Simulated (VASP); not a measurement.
# Ru in VASP: single point with r2SCAN

Aim: the single point of Ru with r2SCAN.

Program: VASP 6.6.1. These are calculated values, not measurements. Logs are shortened: lines on timing, memory, paths and dates and some standing lists are left out, and cuts for length are marked.

## Step 1: The cell of the first run

The cell holds a slab with vacuum, 7 atoms: a = 2.702 Å, b = 2.702 Å, c = 27.798 Å, α = 90.00°, β = 90.00°, γ = 120.00°.

## Step 2: Single point, r2SCAN

Contents of POSCAR:

```
Ru
1.0
    2.7023482466      0.0000000000      0.0000000000
   -1.3511741233      2.3403022314      0.0000000000
    0.0000000000      0.0000000000     27.7978966044
Ru
7
Direct
    0.3333333333      0.6666666667      0.2698045865
    0.6666666667      0.3333333333      0.3465363910
    0.3333333333      0.6666666667      0.4232681955
    0.6666666667      0.3333333333      0.5000000000
    0.3333333333      0.6666666667      0.5767318045
    0.6666666667      0.3333333333      0.6534636090
    0.3333333333      0.6666666667      0.7301954135
```

Contents of INCAR.step1:

```
PREC = Accurate
ENCUT = 520
ISMEAR = 0
SIGMA = 0.1
LREAL = False
LASPH = True
NELM = 100
LDIPOL = True
IDIPOL = 3
DIPOL = 0.5 0.5 0.500
NBANDS = 58
GGA = PE
ALGO = Normal
EDIFF = 1E-4
LWAVE = True
LCHARG = False
```

Contents of INCAR.step2:

```
PREC = Accurate
ENCUT = 520
EDIFF = 1E-6
ISMEAR = 0
SIGMA = 0.1
LREAL = False
LASPH = True
NELM = 100
ALGO = Normal
ISIF = 2
LWAVE = False
LCHARG = True
LDIPOL = True
IDIPOL = 3
DIPOL = 0.5 0.5 0.500
METAGGA = R2SCAN
LMIXTAU = True
LELF = True
LVHAR = True
LVACPOTAV = True
NBANDS = 58
ISTART = 1
```

Contents of KPOINTS:

```
regular mesh
0
Gamma
  15 15 1
```

Potentials or basis: VASP PAW PBE potentials, release 64 (Ru_pv).

The run is started by

```
cat potpaw_PBE.64/Ru_pv/POTCAR > POTCAR
cp INCAR.step1 INCAR
mpirun -np 1 vasp_std > vasp.out
cp INCAR.step2 INCAR
mpirun -np 1 vasp_std > vasp.out
```

OUTCAR:

```text
PREC = Accurate
   ENCUT = 520
   EDIFF = 1E-6
   ISMEAR = 0
   LREAL = False
   LASPH = True
   NELM = 100
   ISIF = 2
   METAGGA = R2SCAN
   ISTART = 1

 ion  position               nearest neighbor table
   1  0.333  0.667  0.270-   2 2.64   2 2.64   2 2.64
   2  0.667  0.333  0.347-   1 2.64   3 2.64   1 2.64   3 2.64   1 2.64   3 2.64
   3  0.333  0.667  0.423-   2 2.64   4 2.64   2 2.64   4 2.64   2 2.64   4 2.64
   4  0.667  0.333  0.500-   3 2.64   5 2.64   3 2.64   5 2.64   3 2.64   5 2.64
   5  0.333  0.667  0.577-   4 2.64   6 2.64   4 2.64   6 2.64   4 2.64   6 2.64
   6  0.667  0.333  0.653-   5 2.64   7 2.64   5 2.64   7 2.64   5 2.64   7 2.64
   7  0.333  0.667  0.730-   6 2.64   6 2.64   6 2.64

  LATTYP: Found a hexagonal cell.
 ALAT       =     2.7023482466
 C/A-ratio  =    10.2865708146

  Lattice vectors:

 A1 = (   2.7023482466,   0.0000000000,   0.0000000000)
 A2 = (  -1.3511741233,   2.3403022314,   0.0000000000)
 A3 = (   0.0000000000,   0.0000000000,  27.7978966044)

Analysis of symmetry for initial positions (statically):
=====================================================================
 Subroutine PRICEL returns:
 Original cell was already a primitive cell.

 Routine SETGRP: Setting up the symmetry group for a
 hexagonal supercell.

 Subroutine GETGRP returns: Found 12 space group operations
 (whereof 12 operations were pure point group operations)
 out of a pool of 24 trial point group operations.

The static configuration has the point symmetry D_3h.

Analysis of symmetry for dynamics (positions and initial velocities):
=====================================================================
 Subroutine PRICEL returns:
 Original cell was already a primitive cell.

 Routine SETGRP: Setting up the symmetry group for a
 hexagonal supercell.

 Subroutine GETGRP returns: Found 12 space group operations
 (whereof 12 operations were pure point group operations)
 out of a pool of 24 trial point group operations.

The dynamic configuration has the point symmetry D_3h.

 Subroutine INISYM returns: Found 12 space group operations
 (whereof 12 operations are pure point group operations),
 and found     1 'primitive' translations

----------------------------------------------------------------------------------------

                                     Primitive cell

  volume of cell :     175.8026

  direct lattice vectors                    reciprocal lattice vectors
     2.702348247  0.000000000  0.000000000     0.370048531  0.213647619  0.000000000
    -1.351174123  2.340302231  0.000000000     0.000000000  0.427295238  0.000000000
     0.000000000  0.000000000 27.797896604     0.000000000  0.000000000  0.035973945

  length of vectors
     2.702348247  2.702348247 27.797896604     0.427295238  0.427295238  0.035973945

  position of ions in fractional coordinates (direct lattice)
     0.333333333  0.666666667  0.269804587
     0.666666667  0.333333333  0.346536391
     0.333333333  0.666666667  0.423268196
     0.666666667  0.333333333  0.500000000
     0.333333333  0.666666667  0.576731804
     0.666666667  0.333333333  0.653463609
     0.333333333  0.666666667  0.730195413

  ion indices of the primitive-cell ions
   primitive index   ion index
                 1           1
                 2           2
                 3           3
                 4           4
                 5           5
                 6           6
                 7           7

----------------------------------------------------------------------------------------

 KPOINTS: regular mesh

Automatic generation of k-mesh.
 Grid dimensions read from file:
 generate k-points for:   15   15    1

 Generating k-lattice:

  Cartesian coordinates                     Fractional coordinates (reciprocal lattice)
     0.024669902  0.014243175  0.000000000     0.066666667  0.000000000  0.000000000
     0.000000000  0.028486349  0.000000000     0.000000000  0.066666667  0.000000000
     0.000000000  0.000000000  0.035973945     0.000000000  0.000000000  1.000000000

  Length of vectors
     0.028486349  0.028486349  0.035973945

  Shift w.r.t. Gamma in fractional coordinates (k-lattice)
     0.000000000  0.000000000  0.000000000

 Subroutine IBZKPT returns following result:
 ===========================================

 Found     27 irreducible k-points:

 Following reciprocal coordinates:
            Coordinates               Weight
  0.000000  0.000000  0.000000      1.000000
  0.066667  0.000000  0.000000      6.000000
  0.133333  0.000000  0.000000      6.000000
  0.200000  0.000000  0.000000      6.000000
  0.266667  0.000000  0.000000      6.000000
  0.333333  0.000000  0.000000      6.000000
[... 16 lines left out ...]
  0.333333  0.200000  0.000000     12.000000
  0.400000  0.200000  0.000000      6.000000
 [... further k-points ...]
   k-points           NKPTS =     27   k-points in BZ     NKDIM =     27   number of bands    NBANDS=     58
   number of dos      NEDOS =    301   number of ions     NIONS =      7
   total plane-waves  NPLWV =  84000
   dimension x,y,z NGX =    20 NGY =   20 NGZ =  210
   dimension x,y,z NGXF=    40 NGYF=   40 NGZF=  420
   ions per type =               7
   NGX,Y,Z   is equivalent  to a cutoff of  12.30, 12.30, 12.56 a.u.
   NGXF,Y,Z  is equivalent  to a cutoff of  24.61, 24.61, 25.12 a.u.
 SYSTEM =  unknown system
   PREC   = accura    normal or accurate (medium, high low for compatibility)
   ISTART =      1    job   : 0-new  1-cont  2-samecut
   ICHARG =      0    charge: 1-file 2-atom 10-const
   ISPIN  =      1    spin polarized calculation?
   LNONCOLLINEAR =      F non collinear calculations
   LSORBIT =      F    spin-orbit coupling
   LASPH  =      T    aspherical Exc in radial PAW
   ENCUT  =  520.0 eV  38.22 Ry    6.18 a.u.   5.02  5.02 51.69*2*pi/ulx,y,z
   NELM   =    100;   NELMIN=  2; NELMDL=  0     # of ELM steps
   EDIFF  = 0.1E-05   stopping-criterion for ELM
   LREAL  =      F    real-space projection
   EDIFFG = 0.1E-04   stopping-criterion for IOM
   NSW    =      0    number of steps for IOM
   IBRION =     -1    ionic relax: 0-MD 1-quasi-New 2-CG
   NFREE  =      0    steps in history (QN), initial steepest desc. (CG)
   ISIF   =      2    stress and relaxation
   ISYM   =      2    0-nonsym 1-usesym 2-fastsym
   POTIM  = 0.5000    time-step for ionic-motion
   TEBEG  =    0.0;   TEEND  =   0.0 temperature during run
   PSTRESS=    0.0 pullay stress
   NELECT =      98.0000    total number of electrons
   NUPDOWN=      -1.0000    fix difference up-down
   EMIN   =  10.00;   EMAX   =-10.00  energy-range for DOS
   EFERMI =   0.00;   METHOD = LEGACY
   ISMEAR =     0;   SIGMA  =   0.10  broadening in eV -4-tet -1-fermi 0-gaus
   EFERMI_NEDOS =   21; number of points for ismear=-14 and -15
   IALGO  =     38    algorithm
   IMIX   =      4    mixing-type and parameters
     AMIX     =   0.40;   BMIX     =  1.00
     AMIX_MAG =   1.60;   BMIX_MAG =  1.00
  volume/ion in A,a.u.               =      25.11       169.48
  Fermi-wavevector in a.u.,A,eV,Ry     =   1.347334  2.546091 24.698761  1.815308
  Thomas-Fermi vector in A             =   2.475093
   LORBIT       =      0    0 simple, 1 ext, 2 COOP (PROOUT), +10 PAW based schemes
   METAGGA = R2SCAN    functional components
   LHFCALC =     F    Hartree Fock is set to
   AEXX    =    0.0000 exact exchange contribution
   IVDW    =     0    specifies the selected vdW correction
   LEPSILON=     F    determine dielectric tensor
   LRPA    =     F    only Hartree local field effects (RPA)
 non-spin polarized calculation
 Gauss-broadening in eV      SIGMA  =   0.10
  energy-cutoff  :      520.00
  volume of cell :      175.80
 maximum number of plane-waves:      4797
 NGX is ok and might be reduce to    20
   NGX =  9   NGY =  9   NGZ =103

 number of electron      98.0000024 magnetization

 dipolmoment           0.000000      0.000000     -0.000000 electrons x Angstroem

 Free energy of the ion-electron system (eV)
  ---------------------------------------------------
  ext. energy  EPLUGINS =         0.00000000
  ---------------------------------------------------
  free energy    TOTEN  =      -175.71474156 eV

  energy without entropy =     -175.67491234  energy(sigma->0) =     -175.69482695

 E-fermi :   4.5853     XC(G=0):  -8.9934

 val. band max:        4.5842028337   @ k =   0.0667   0.0000   0.0000
 cond. band min:       4.5997019172   @ k =   0.4667   0.0667   0.0000
 fundamental gap:      0.0154990836
 Fermi energy:         4.5852829547

 k-point     1 :       0.0000    0.0000    0.0000
  band No.  band energies     occupation
      1     -40.4960      2.00000
      2     -40.3689      2.00000
      3     -40.0888      2.00000
      4     -39.7774      2.00000
      5     -39.5619      2.00000
      6     -39.5619      2.00000
[... 50 lines left out ...]
     57       5.2897      0.00000
     58       5.6265      0.00000

 k-point     2 :       0.0667    0.0000    0.0000
  band No.  band energies     occupation
      1     -40.4811      2.00000
      2     -40.3589      2.00000
      3     -40.0875      2.00000
      4     -39.7917      2.00000
      5     -39.6028      2.00000
      6     -39.5890      2.00000
[... 50 lines left out ...]
     57       5.1898      0.00000
     58       5.4395      0.00000

 k-point     3 :       0.1333    0.0000    0.0000
  band No.  band energies     occupation
      1     -40.4380      2.00000
      2     -40.3314      2.00000
      3     -40.0889      2.00000
      4     -39.8468      2.00000
      5     -39.7106      2.00000
      6     -39.6639      2.00000
[... 1216 lines left out ...]
      3     -40.2806      2.00000
      4     -40.2711      2.00000
      5     -40.1567      2.00000
      6     -40.0331      2.00000
[... 50 lines left out ...]
     57       9.3023      0.00000
     58       9.5311      0.00000

 k-point    24 :       0.4000    0.2000    0.0000
  band No.  band energies     occupation
      1     -40.3641      2.00000
      2     -40.3610      2.00000
      3     -40.2913      2.00000
      4     -40.2874      2.00000
      5     -40.1517      2.00000
      6     -40.0117      2.00000
[... 50 lines left out ...]
     57      10.2631      0.00000
     58      10.4934      0.00000

 [... further k-points ...]

------------------------ aborting loop because EDIFF is reached ----------------------------------------

  FORCE on cell =-STRESS in cart. coord.  units (eV):
  Direction    XX          YY          ZZ          XY          YZ          ZX
  --------------------------------------------------------------------------------------
  -------------------------------------------------------------------------------------
  Total       -3.2300627     -3.2300627     -2.7801602      0.0000000      0.0000000     -0.0000000
  in kB      -29.4371895    -29.4371895    -25.3370010      0.0000000      0.0000000     -0.0000000
  external PRESSURE =     -28.0704600 kB  Pullay stress =       0.0000000 kB

 VOLUME and BASIS-vectors are now :
 -----------------------------------------------------------------------------
  energy-cutoff  :      520.00
  volume of cell :      175.80
      direct lattice vectors                 reciprocal lattice vectors
     2.702348247  0.000000000  0.000000000     0.370048531  0.213647619  0.000000000
    -1.351174123  2.340302231  0.000000000     0.000000000  0.427295238  0.000000000
     0.000000000  0.000000000 27.797896604     0.000000000  0.000000000  0.035973945

 POSITION                                       TOTAL-FORCE (eV/Angst)
 -----------------------------------------------------------------------------------
     -0.00000      1.56020      7.50000        -0.000000     -0.000000      0.789124
      1.35117      0.78010      9.63298         0.000000      0.000000     -0.751342
     -0.00000      1.56020     11.76597         0.000000     -0.000000     -0.232639
      1.35117      0.78010     13.89895        -0.000000     -0.000000      0.000000
     -0.00000      1.56020     16.03193         0.000000     -0.000000      0.232639
      1.35117      0.78010     18.16491         0.000000      0.000000      0.751342
     -0.00000      1.56020     20.29790        -0.000000     -0.000000     -0.789124
 -----------------------------------------------------------------------------------
    total drift:                                0.000000     -0.000000     -0.000000

  FREE ENERGIE OF THE ION-ELECTRON SYSTEM (eV)
  ---------------------------------------------------
  free  energy   TOTEN  =      -175.7147415636 eV

  energy  without entropy=     -175.6749123440  energy(sigma->0) =     -175.69482695

 vacuum level on the upper side and lower side of the slab         9.678         9.678
```

It took 24 min on 1 thread of Intel Xeon Platinum 8259CL at 2.50GHz (Skylake/Cascade Lake), shared host; peak memory 0.42 GiB.

Results:

- Free energy: -175.7147 eV
- Largest force: 0.789 eV/Å
- Band gap on the k mesh: zero (bands 49 and 50 overlap by 2.63 eV)

Forces in eV/Å, atoms in the order of the input:
```
Ru   0.000  0.000  0.789
Ru   0.000  0.000 -0.751
Ru   0.000  0.000 -0.233
Ru   0.000  0.000  0.000
Ru   0.000  0.000  0.233
Ru   0.000  0.000  0.751
Ru   0.000  0.000 -0.789
```

Levels at points of the mesh, in eV from the Fermi level:
| k point | band 45 | band 46 | band 47 | band 48 | band 49 | band 50 | band 51 | band 52 |
| --- | --- | --- | --- | --- | --- | --- | --- | --- |
| (0.00, 0.00, 0.00) | -1.98 | -1.98 | -1.68 | -1.20 | -1.20 | -0.63 | -0.63 | -0.41 |

Caveat: the PAW data sets were made with another functional, which shifts forces and pressure a little.
